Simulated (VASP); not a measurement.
# Mo: relaxation of cell and atoms with PBEsol

The system is Mo.

```
Mo
1.0
    -1.56493    1.56493    1.56493
     1.56493   -1.56493    1.56493
     1.56493    1.56493   -1.56493
Mo
1
Direct
  0.00000 0.00000 0.00000
```

```
Program                : VASP 6.6.1
Task                   : relaxation of cell and atoms
Functional             : PBEsol
Potentials or basis    : VASP PAW PBE potentials, release 64 (Mo_sv)
Cutoff                 : 600 eV
k mesh                 : 24 × 24 × 24
Occupations            : fermi-dirac, width 0.1 eV
Spin                   : no spin polarisation
Target pressure        : 4 GPa
Dipole correction      : no
Further INCAR settings : ALGO = Normal; EDIFF = 1e-07; IBRION = 2; EDIFFG = -0.002; NSW = 100; ISIF = 3
```

The relaxed volume is 15.14 Å³/atom. The relaxed cell is a = 2.699 Å, b = 2.699 Å, c = 2.699 Å, α = 109.47°, β = 109.47°, γ = 109.47° and the space group after relaxing (to 0.1 Å) is Im-3m (No. 229). The energy change on relaxing (the run minimises the enthalpy) is +2.6 meV/atom. The ionic steps are 4. The pressure after relaxing is 4.0 GPa and the band gap on the k mesh is zero (bands 7 and 8 overlap by 5.63 eV).

The path:
```tsv
step	energy change (eV)	largest force (eV/Å)	pressure (GPa)	volume (Å³)
1	0.0000	0.0000	0.47	15.33
2	0.0363	0.0000	15.93	14.59
3	0.0025	0.0000	3.95	15.15
4	0.0026	0.0000	4.02	15.14
```

Final structure:
```xyz
1
Lattice="-1.5585 1.5585 1.5585 1.5585 -1.5585 1.5585 1.5585 1.5585 -1.5585" Properties=species:S:1:pos:R:3 pbc="T T T"
Mo    0.0000    0.0000    0.0000
```

Levels at points of the mesh, in eV from the Fermi level:
| k point | band 5 | band 6 | band 7 | band 8 | band 9 | band 10 |
| --- | --- | --- | --- | --- | --- | --- |
| (0.00, 0.00, 0.00) | -7.41 | -1.45 | -1.45 | -1.45 | 1.69 | 1.69 |
| (0.50, 0.00, 0.00) | -5.57 | -3.59 | 1.71 | 1.74 | 2.40 | 4.99 |
| (0.50, 0.50, 0.50) | -5.74 | -5.74 | 4.18 | 4.18 | 4.18 | 9.25 |

Run time: 65 s on 1 thread of Intel(R) Xeon(R) 6975P-C (Granite Rapids) (shared host), peak memory 0.22 GiB.

Caveat: the cell is relaxed towards a set pressure, so the run minimises the enthalpy, not the energy; the PAW data sets were made with another functional, which shifts forces and pressure a little.
